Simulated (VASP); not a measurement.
KCl: single point with PBEsol

Crystal: KCl.

```
CELL_PARAMETERS angstrom
0.00000 -3.12070 -3.04799
-3.12070 0.00000 -3.04799
3.12070 3.12070 -6.09598
ATOMIC_POSITIONS crystal
K 0.50000 0.50000 0.50000
K 0.00000 0.00000 0.00000
Cl 0.78299 0.76486 0.75000
Cl 0.21701 0.23514 0.25000
```

This cell differs from its parent crystal: atoms displaced along a vibrational mode, the cell strained.

```json
{"Program": "VASP 6.6.1", "Task": "single point", "Functional": "PBEsol", "Potentials or basis": "VASP PAW PBE potentials, release 64 (K_sv, Cl)", "Cutoff": "520 eV", "k mesh": "6 × 6 × 6", "Occupations": "gaussian, width 0.05 eV", "Spin": "no spin polarisation", "Dipole correction": "no", "Further INCAR settings": "ALGO = Normal; EDIFF = 1e-06; NBANDS = 24"}
```

```
Pressure               : 0.9 GPa
Largest force          : 0.375 eV/Å
Band gap on the k mesh : 5.13 eV
```

Forces on the atoms (eV/Å):
```
K    0.000  0.000  0.000
K    0.000  0.000  0.000
Cl   0.066  0.155  0.335
Cl  -0.066 -0.155 -0.335
```

Stress tensor (GPa, compression positive):
```
 0.23 -0.01 -0.08
-0.01  0.47 -0.15
-0.08 -0.15  2.00
```

Levels at points of the mesh, in eV from the valence-band top:
```csv
k point,band 13,band 14,band 15,band 16,band 17,band 18,band 19,band 20
"(0.00, 0.00, 0.00)",-0.40,-0.04,-0.03,0.00,5.13,7.53,8.19,8.22
"(0.50, 0.00, 0.00)",-0.54,-0.39,-0.37,-0.29,7.16,7.36,8.27,8.33
"(0.00, 0.50, 0.00)",-0.51,-0.43,-0.35,-0.30,7.20,7.31,8.27,8.32
"(0.50, 0.50, 0.00)",-0.44,-0.42,-0.29,-0.29,6.30,7.56,8.40,8.71
"(0.00, 0.00, 0.50)",-0.24,-0.24,-0.22,-0.19,6.39,6.43,8.06,8.07
"(0.50, 0.00, 0.50)",-0.43,-0.41,-0.26,-0.23,6.35,7.54,8.37,8.59
"(0.00, 0.50, 0.50)",-0.42,-0.39,-0.26,-0.23,6.37,7.52,8.35,8.53
"(0.50, 0.50, 0.50)",-0.52,-0.40,-0.36,-0.31,7.09,7.35,8.26,8.32
```

Run time: 7.5 min on 1 thread of Intel Xeon 8259CL (shared host), peak memory 0.41 GiB.

Caveat: the cell differs from its parent crystal (atoms displaced along a vibrational mode, the cell strained); the PAW data sets were made with another functional, which shifts forces and pressure a little. A k mesh can miss the band edges.
